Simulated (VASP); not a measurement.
A run of VASP 6.6.1:

Contents of POSCAR:

```
As
1.0
    2.9794804000     -0.1006165900      0.3237709600
   -0.1006165900      2.5830128800      0.2618843200
    0.3237709600      0.2618843200      2.5485519600
As
1
Direct
    0.5000000000      0.5000000000      0.5000000000
```

File INCAR.step1:

```
SYSTEM = As
  PREC = Accurate
  ENCUT = 520
  EDIFF = 1E-5
  ISMEAR = -1
  SIGMA = 0.05
  LREAL = .FALSE.
  LASPH = .TRUE.
  NELM = 100
  ALGO = Normal
  ISIF = 2
  LWAVE = .TRUE.
  LCHARG = .FALSE.
  NBANDS = 8
  GGA = PE
```

The input INCAR.step2:

```
SYSTEM = As
  PREC = Accurate
  ENCUT = 520
  EDIFF = 1E-7
  ISMEAR = -1
  SIGMA = 0.05
  LREAL = .FALSE.
  LASPH = .TRUE.
  NELM = 100
  ALGO = Normal
  ISIF = 2
  LWAVE = .FALSE.
  LCHARG = .FALSE.
  GGA = PE
  LHFCALC = .TRUE.
  AEXX = 0.3
  HFSCREEN = 0.2
  PRECFOCK = Normal
  NBANDS = 8
  ISTART = 1
```

KPOINTS

```
Automatic mesh
0
G
  5 5 6
  0 0 0
```

Potentials or basis: VASP PAW PBE potentials, release 64 (As).

The run is started by

```console
$ cat potpaw_PBE.64/As/POTCAR > POTCAR
$ cp INCAR.step1 INCAR
$ mpirun -np 1 vasp_std > vasp.out
$ cp INCAR.step2 INCAR
$ mpirun -np 1 vasp_std > vasp.out
```

Hardware: 1 thread of AMD EPYC 9R45 96-Core Processor (Zen 5), on a shared host.

Question: How long does it take, and how much memory?

Answer: Run time: 5.5 min on 1 thread of AMD EPYC 9R45 96-Core Processor (Zen 5), on a shared host, peak memory 0.21 GiB. Counts: k points 76.
